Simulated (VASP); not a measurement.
# SiO2 (P4_2/mnm) in VASP: single point with PBE

Aim: the single point of SiO2 with PBE.

Program: VASP 6.6.1. These are calculated values, not measurements. Logs are shortened: lines on timing, memory, paths and dates and some standing lists are left out, and cuts for length are marked.

**1. The cell of the first run**

The structure is tetragonal, space group P4_2/mnm (No. 136). The conventional cell has a = 4.235 Å, b = 4.235 Å, c = 2.691 Å, α = 90.00°, β = 90.00°, γ = 90.00°. Si (site symmetry mmm) has 6 O at 1.77 to 1.84 Å within 2.4 Å. Within 2.4 Å of O (site symmetry m2m) lie 3 Si at 1.77 to 1.84 Å and 1 O at 2.31 Å.

**2. Single point, PBE**

INCAR

```
SYSTEM = SiO2
PREC     = Accurate       ! precision mode
ENCUT    = 520            ! plane-wave cutoff, eV
EDIFF    = 1E-6           ! SCF threshold, eV
ISMEAR   = 0              ! smearing method
SIGMA    = 0.02           ! smearing width, eV
LREAL    = .False.        ! projectors in reciprocal space
LASPH    = .True.         ! aspherical terms in the spheres
NELM     = 100            ! most SCF steps
ALGO     = Normal         ! electronic algorithm
ISIF     = 2              ! what is computed and relaxed
LWAVE    = .False.        ! write WAVECAR
LCHARG   = .True.         ! write CHGCAR
GGA      = PE             ! functional
LELF     = .True.         ! ELF
LVHAR    = .True.       
NBANDS   = 44             ! bands
```

KPOINTS

```
regular mesh
0
Gamma
  6 6 6
  0 0 0
```

POSCAR

```
SiO2
1.0
    0.0000000000      4.2352815505     -2.6908963663
    0.0000000000     -4.2352815505     -2.6908963663
   -4.2352815505      0.0000000000      2.6908963663
Si O
4 8
Direct
    0.2500000000      0.7500000000      0.5000000000
    0.7500000000      0.2500000000      0.5000000000
    0.5000000000      0.5000000000      0.0000000000
    0.0000000000      0.0000000000      0.0000000000
    0.5569258109      0.7500000000      0.8069258109
    0.0569258109      0.2500000000      0.8069258109
    0.9430741891      0.7500000000      0.1930741891
    0.4430741891      0.2500000000      0.1930741891
    0.5000000000      0.1930741891      0.6930741891
    0.0000000000      0.6930741891      0.6930741891
    0.5000000000      0.8069258109      0.3069258109
    0.0000000000      0.3069258109      0.3069258109
```

Potentials or basis: VASP PAW PBE potentials, release 64 (Si, O).

Run with:

```sh
$ cat potpaw_PBE.64/Si/POTCAR potpaw_PBE.64/O/POTCAR > POTCAR
$ mpirun -np 1 vasp_std > vasp.out
```

OUTCAR:

```text
SYSTEM = SiO2
   PREC = Accurate
   ENCUT = 520
   EDIFF = 1E-6
   ISMEAR = 0
   LREAL = .False.
   LASPH = .True.
   NELM = 100
   ISIF = 2
   GGA = PE

 ion  position               nearest neighbor table
   1  0.250  0.750  0.500-   9 1.77  10 1.77  11 1.77  12 1.77   5 1.84   7 1.84   2 2.69   2 2.69

   2  0.750  0.250  0.500-   9 1.77  10 1.77  11 1.77  12 1.77   6 1.84   8 1.84   1 2.69   1 2.69

   3  0.500  0.500  0.000-   5 1.77   6 1.77   7 1.77   8 1.77   9 1.84  11 1.84   4 2.69   4 2.69

   4  0.000  0.000  0.000-   5 1.77   6 1.77   7 1.77   8 1.77  10 1.84  12 1.84   3 2.69   3 2.69

   5  0.557  0.750  0.807-   3 1.77   4 1.77   1 1.84
   6  0.057  0.250  0.807-   3 1.77   4 1.77   2 1.84
   7  0.943  0.750  0.193-   3 1.77   4 1.77   1 1.84
   8  0.443  0.250  0.193-   3 1.77   4 1.77   2 1.84
   9  0.500  0.193  0.693-   1 1.77   2 1.77   3 1.84
  10  0.000  0.693  0.693-   1 1.77   2 1.77   4 1.84
  11  0.500  0.807  0.307-   1 1.77   2 1.77   3 1.84
  12  0.000  0.307  0.307-   1 1.77   2 1.77   4 1.84

  LATTYP: Found a body centered tetragonal cell.
 ALAT       =     5.9895926092
 C/A-ratio  =     0.8985240038

  Lattice vectors:

 A1 = (   0.0000000000,   4.2352815505,  -2.6908963663)
 A2 = (   0.0000000000,  -4.2352815505,  -2.6908963663)
 A3 = (  -4.2352815505,   0.0000000000,   2.6908963663)

Analysis of symmetry for initial positions (statically):
=====================================================================
 Subroutine PRICEL returns following result:

  LATTYP: Found a simple tetragonal cell.
 ALAT       =     4.2352815505
 C/A-ratio  =     0.6353524162

  Lattice vectors:

 A1 = (   0.0000000000,  -4.2352815505,   0.0000000000)
 A2 = (  -4.2352815505,   0.0000000000,   0.0000000000)
 A3 = (   0.0000000000,   0.0000000000,  -2.6908963663)

   2 primitive cells build up your supercell.

 Routine SETGRP: Setting up the symmetry group for a
 body centered tetragonal supercell.

 Subroutine GETGRP returns: Found 16 space group operations
 (whereof  8 operations were pure point group operations)
 out of a pool of 16 trial point group operations.

The static configuration has the point symmetry D_2h.
 The point group associated with its full space group is D_4h.

Analysis of symmetry for dynamics (positions and initial velocities):
=====================================================================
 Subroutine PRICEL returns following result:

  LATTYP: Found a simple tetragonal cell.
 ALAT       =     4.2352815505
 C/A-ratio  =     0.6353524162

  Lattice vectors:

 A1 = (   0.0000000000,  -4.2352815505,   0.0000000000)
 A2 = (  -4.2352815505,   0.0000000000,   0.0000000000)
 A3 = (   0.0000000000,   0.0000000000,  -2.6908963663)

   2 primitive cells build up your supercell.

 Routine SETGRP: Setting up the symmetry group for a
 body centered tetragonal supercell.

 Subroutine GETGRP returns: Found 16 space group operations
 (whereof  8 operations were pure point group operations)
 out of a pool of 16 trial point group operations.

The dynamic configuration has the point symmetry D_2h.
 The point group associated with its full space group is D_4h.

 Subroutine INISYM returns: Found 16 space group operations
 (whereof  8 operations are pure point group operations),
 and found     2 'primitive' translations

----------------------------------------------------------------------------------------

                                     Primitive cell

  volume of cell :      48.2682

  direct lattice vectors                    reciprocal lattice vectors
     0.000000000 -4.235281551  0.000000000     0.000000000 -0.236111812  0.000000000
    -4.235281551  0.000000000  0.000000000    -0.236111812  0.000000000  0.000000000
     0.000000000  0.000000000 -2.690896366     0.000000000  0.000000000 -0.371623379

  length of vectors
     4.235281551  4.235281551  2.690896366     0.236111812  0.236111812  0.371623379

  position of ions in fractional coordinates (direct lattice)
     0.500000000  0.500000000  0.500000000
     0.000000000  0.000000000  0.000000000
     0.193074189  0.806925811  0.500000000
     0.806925811  0.193074189  0.500000000
     0.693074189  0.693074189  0.000000000
     0.306925811  0.306925811  0.000000000

  ion indices of the primitive-cell ions
   primitive index   ion index
                 1           1
                 2           3
                 3           5
                 4           7
                 5          10
                 6          11

----------------------------------------------------------------------------------------

 KPOINTS: regular mesh

Automatic generation of k-mesh.
 Grid dimensions read from file:
 generate k-points for:    6    6    6

 Generating k-lattice:

  Cartesian coordinates                     Fractional coordinates (reciprocal lattice)
    -0.019675984  0.019675984 -0.030968615     0.166666667  0.000000000  0.000000000
    -0.019675984 -0.019675984 -0.030968615     0.000000000  0.166666667  0.000000000
    -0.039351969  0.000000000  0.000000000     0.000000000  0.000000000  0.166666667

  Length of vectors
     0.041633446  0.041633446  0.039351969

  Shift w.r.t. Gamma in fractional coordinates (k-lattice)
     0.000000000  0.000000000  0.000000000

 Subroutine IBZKPT returns following result:
 ===========================================

 Found     30 irreducible k-points:

 Following reciprocal coordinates:
            Coordinates               Weight
  0.000000  0.000000  0.000000      1.000000
  0.166667 -0.000000  0.000000      8.000000
  0.333333 -0.000000  0.000000      8.000000
  0.500000  0.000000 -0.000000      4.000000
  0.166667  0.166667  0.000000      8.000000
  0.333333  0.166667  0.000000     16.000000
[... 16 lines left out ...]
 -0.333333 -0.333333  0.166667      8.000000
 -0.166667 -0.333333  0.166667      8.000000
 [... further k-points ...]
   k-points           NKPTS =     30   k-points in BZ     NKDIM =     30   number of bands    NBANDS=     44
   number of dos      NEDOS =    301   number of ions     NIONS =     12
   total plane-waves  NPLWV =  64000
   dimension x,y,z NGX =    40 NGY =   40 NGZ =   40
   dimension x,y,z NGXF=    80 NGYF=   80 NGZF=   80
   ions per type =               4   8
   NGX,Y,Z   is equivalent  to a cutoff of  13.25, 13.25, 13.25 a.u.
   NGXF,Y,Z  is equivalent  to a cutoff of  26.50, 26.50, 26.50 a.u.
 SYSTEM =  SiO2
   PREC   = accura    normal or accurate (medium, high low for compatibility)
   ISTART =      0    job   : 0-new  1-cont  2-samecut
   ICHARG =      2    charge: 1-file 2-atom 10-const
   ISPIN  =      1    spin polarized calculation?
   LNONCOLLINEAR =      F non collinear calculations
   LSORBIT =      F    spin-orbit coupling
   LASPH  =      T    aspherical Exc in radial PAW
   ENCUT  =  520.0 eV  38.22 Ry    6.18 a.u.   9.33  9.33  9.33*2*pi/ulx,y,z
   NELM   =    100;   NELMIN=  2; NELMDL= -5     # of ELM steps
   EDIFF  = 0.1E-05   stopping-criterion for ELM
   LREAL  =      F    real-space projection
   EDIFFG = 0.1E-04   stopping-criterion for IOM
   NSW    =      0    number of steps for IOM
   IBRION =     -1    ionic relax: 0-MD 1-quasi-New 2-CG
   NFREE  =      0    steps in history (QN), initial steepest desc. (CG)
   ISIF   =      2    stress and relaxation
   ISYM   =      2    0-nonsym 1-usesym 2-fastsym
   POTIM  = 0.5000    time-step for ionic-motion
   TEBEG  =    0.0;   TEEND  =   0.0 temperature during run
   PSTRESS=    0.0 pullay stress
   NELECT =      64.0000    total number of electrons
   NUPDOWN=      -1.0000    fix difference up-down
   EMIN   =  10.00;   EMAX   =-10.00  energy-range for DOS
   EFERMI =   0.00;   METHOD = LEGACY
   ISMEAR =     0;   SIGMA  =   0.02  broadening in eV -4-tet -1-fermi 0-gaus
   EFERMI_NEDOS =   21; number of points for ismear=-14 and -15
   IALGO  =     38    algorithm
   IMIX   =      4    mixing-type and parameters
     AMIX     =   0.40;   BMIX     =  1.00
     AMIX_MAG =   1.60;   BMIX_MAG =  1.00
  volume/ion in A,a.u.               =       8.04        54.29
  Fermi-wavevector in a.u.,A,eV,Ry     =   1.427483  2.697552 27.724701  2.037708
  Thomas-Fermi vector in A             =   2.547648
   LORBIT       =      0    0 simple, 1 ext, 2 COOP (PROOUT), +10 PAW based schemes
   GGA     = PE    functional components
   LHFCALC =     F    Hartree Fock is set to
   AEXX    =    0.0000 exact exchange contribution
   IVDW    =     0    specifies the selected vdW correction
   LEPSILON=     F    determine dielectric tensor
   LRPA    =     F    only Hartree local field effects (RPA)
 non-spin polarized calculation
 Gauss-broadening in eV      SIGMA  =   0.02
  energy-cutoff  :      520.00
  volume of cell :       96.54
 maximum number of plane-waves:      2644
 NGX is ok and might be reduce to    40
   NGX = 19   NGY = 19   NGZ = 19

 number of electron      64.0000017 magnetization

 Free energy of the ion-electron system (eV)
  ---------------------------------------------------
  ext. energy  EPLUGINS =         0.00000000
  ---------------------------------------------------
  free energy    TOTEN  =       -92.63390003 eV

  energy without entropy =      -92.63390003  energy(sigma->0) =      -92.63390003

 E-fermi :   7.9324     XC(G=0): -12.0814

 val. band max:        7.7358993006   @ k =   0.0000   0.0000   0.0000
 cond. band min:      12.7609482427   @ k =   0.0000   0.0000   0.0000
 fundamental gap:      5.0250489421
 Fermi energy:         7.9323792034

 k-point     1 :       0.0000    0.0000    0.0000
  band No.  band energies     occupation
      1     -14.4774      2.00000
      2     -11.6036      2.00000
      3     -11.6036      2.00000
      4     -11.0162      2.00000
      5     -11.0162      2.00000
      6     -10.8550      2.00000
[... 36 lines left out ...]
     43      19.3230      0.00000
     44      19.3230      0.00000

 k-point     2 :       0.1667   -0.0000    0.0000
  band No.  band energies     occupation
      1     -14.3191      2.00000
      2     -11.7747      2.00000
      3     -11.6759      2.00000
      4     -11.3489      2.00000
      5     -10.9927      2.00000
      6     -10.5528      2.00000
[... 36 lines left out ...]
     43      19.4606      0.00000
     44      19.8466      0.00000

 k-point     3 :       0.3333   -0.0000    0.0000
  band No.  band energies     occupation
      1     -13.8617      2.00000
      2     -12.3761      2.00000
      3     -11.7788      2.00000
      4     -11.6508      2.00000
      5     -10.9191      2.00000
      6     -10.6393      2.00000
[... 36 lines left out ...]
     43      19.6763      0.00000
     44      19.9717      0.00000

 k-point     4 :       0.5000    0.0000   -0.0000
  band No.  band energies     occupation
      1     -13.1668      2.00000
      2     -13.1668      2.00000
      3     -11.7927      2.00000
      4     -11.7927      2.00000
      5     -10.7948      2.00000
      6     -10.7948      2.00000
[... 882 lines left out ...]
     43      20.0312      0.00000
     44      20.2993      0.00000

 k-point    23 :      -0.3333   -0.3333    0.1667
  band No.  band energies     occupation
      1     -13.0421      2.00000
      2     -12.7019      2.00000
      3     -12.7019      2.00000
      4     -11.2201      2.00000
      5     -10.9432      2.00000
      6     -10.9432      2.00000
[... 36 lines left out ...]
     43      19.6232      0.00000
     44      20.7092      0.00000

 k-point    24 :      -0.1667   -0.3333    0.1667
  band No.  band energies     occupation
      1     -13.6396      2.00000
      2     -12.4520      2.00000
      3     -12.2217      2.00000
      4     -11.1100      2.00000
      5     -10.9111      2.00000
      6     -10.7887      2.00000
[... 36 lines left out ...]
     43      19.8164      0.00000
     44      20.7639      0.00000

 [... further k-points ...]
[... 5 lines left out ...]
  --------------------------------------------------------------------------------------
  -------------------------------------------------------------------------------------
  Total       -0.0180438     -0.0180438      0.3081828     -0.0000000      0.0000000      0.0000000
  in kB       -0.2994652     -0.2994652      5.1147864     -0.0000000      0.0000000      0.0000000
  external PRESSURE =       1.5052853 kB  Pullay stress =       0.0000000 kB

 VOLUME and BASIS-vectors are now :
 -----------------------------------------------------------------------------
  energy-cutoff  :      520.00
  volume of cell :       96.54
      direct lattice vectors                 reciprocal lattice vectors
     0.000000000  4.235281550 -2.690896366    -0.118055906  0.118055906 -0.185811689
     0.000000000 -4.235281550 -2.690896366    -0.118055906 -0.118055906 -0.185811689
    -4.235281550  0.000000000  2.690896366    -0.236111812  0.000000000  0.000000000

 POSITION                                       TOTAL-FORCE (eV/Angst)
 -----------------------------------------------------------------------------------
     -2.11764     -2.11764     -1.34545        -0.000000      0.000000     -0.000000
     -2.11764      2.11764     -1.34545        -0.000000      0.000000      0.000000
      0.00000      0.00000     -2.69090        -0.000000      0.000000     -0.000000
      0.00000      0.00000      0.00000        -0.000000      0.000000     -0.000000
     -3.41756     -0.81772     -1.34545         0.008117     -0.008117     -0.000000
     -3.41756     -0.81772      1.34545         0.008117     -0.008117     -0.000000
     -0.81772      0.81772     -4.03634        -0.008117      0.008117      0.000000
     -0.81772      0.81772     -1.34545        -0.008117      0.008117      0.000000
     -2.93536      1.29992      0.00000        -0.008117     -0.008117      0.000000
     -2.93536     -2.93536      0.00000        -0.008117     -0.008117      0.000000
     -1.29992     -1.29992     -2.69090         0.008117      0.008117     -0.000000
     -1.29992     -1.29992      0.00000         0.008117      0.008117     -0.000000
 -----------------------------------------------------------------------------------
    total drift:                                0.000000      0.000000     -0.000000

  FREE ENERGIE OF THE ION-ELECTRON SYSTEM (eV)
  ---------------------------------------------------
  free  energy   TOTEN  =       -92.6339000317 eV

  energy  without entropy=      -92.6339000317  energy(sigma->0) =      -92.63390003
```

Wall time 56 s (1 thread of Intel Xeon 6975P-C (Granite Rapids), shared host); peak memory 0.27 GiB.

Results:

| Item | Value |
| --- | --- |
| Free energy | -92.6339 eV |
| Pressure | 0.2 GPa |
| Largest force | 0.011 eV/Å |
| Band gap on the k mesh | 5.03 eV |

Forces on the atoms (eV/Å):
```
Si   0.000  0.000  0.000
Si   0.000  0.000  0.000
Si   0.000  0.000  0.000
Si   0.000  0.000  0.000
O    0.008 -0.008  0.000
O    0.008 -0.008  0.000
O   -0.008  0.008  0.000
O   -0.008  0.008  0.000
O   -0.008 -0.008  0.000
O   -0.008 -0.008  0.000
O    0.008  0.008  0.000
O    0.008  0.008  0.000
```
